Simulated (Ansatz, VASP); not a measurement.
**TiAl3 in VASP and in Ansatz**

```
Ti Al
1.0
    -1.91111    1.91111    4.28067
     1.91111   -1.91111    4.28067
     1.91111    1.91111   -4.28067
Ti Al
1 3
Direct
  0.00000 0.00000 0.00000
  0.50000 0.50000 0.00000
  0.75000 0.25000 0.50000
  0.25000 0.75000 0.50000
```

Alike in both runs: task single point; functional PBE; k mesh 6 × 6 × 6; occupations gaussian, width 0.1 eV; no spin polarisation.

|  | VASP | Ansatz |
| --- | --- | --- |
| version | VASP 6.6.1 | Ansatz 0.2.0 |
| potentials or method | VASP PAW PBE potentials, release 64 (Ti_sv, Al), cutoff 520 eV | scalar-relativistic, plane waves, PAW |
| valence electrons in the cell | 21 | 21 |

```csv
,VASP,Ansatz,Ansatz less VASP
gap on the k mesh at the Fermi level (eV),none,none,-
pressure (GPa),2.0,2.1,+0.08
"traceless stress, the component that is largest in VASP (GPa)",0.14,0.14,+0.004
```

A gap of «none» marks a metal or a gap that the smearing closes. The functional is the same, so the differences come from potentials, cutoffs and numerics.

The k mesh is coarse, so the values compare programs but aren't converged.
